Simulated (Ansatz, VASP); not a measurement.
# CdTe: VASP beside Ansatz

```
Cd Te
1.0
     0.00000    3.30947    3.30947
     3.30947    0.00000    3.30947
     3.30947    3.30947    0.00000
Cd Te
1 1
Direct
  0.00000 0.00000 0.00000
  0.25000 0.25000 0.25000
```

Alike in both runs: task relaxation of cell and atoms; functional PBE; k mesh 10 × 10 × 10; occupations gaussian, width 0.02 eV; no spin polarisation.

```csv
,VASP,Ansatz
version,VASP 6.6.1,Ansatz 0.2.0
potentials or method,"VASP PAW PBE potentials, release 64 (Cd, Te), cutoff 500 eV","scalar-relativistic, plane waves, PAW"
valence electrons in the cell,18,36
```

VASP gave:

- gap on the k mesh at the Fermi level, each at its own relaxed structure (eV): 0.57
- relaxed volume (Å³/atom): 36.34
- relaxed cell length with the largest relative difference (Å): 4.684

Problem. Estimate Ansatz's values.

Solution. gap on the k mesh at the Fermi level, each at its own relaxed structure (eV): 0.58; relaxed volume (Å³/atom): 36.25; relaxed cell length with the largest relative difference (Å): 4.680.

VASP's potentials hold 18 valence electrons a cell and Ansatz's 36, so a difference there can come from the potentials and not from the codes.

Neither program's run includes spin-orbit coupling.
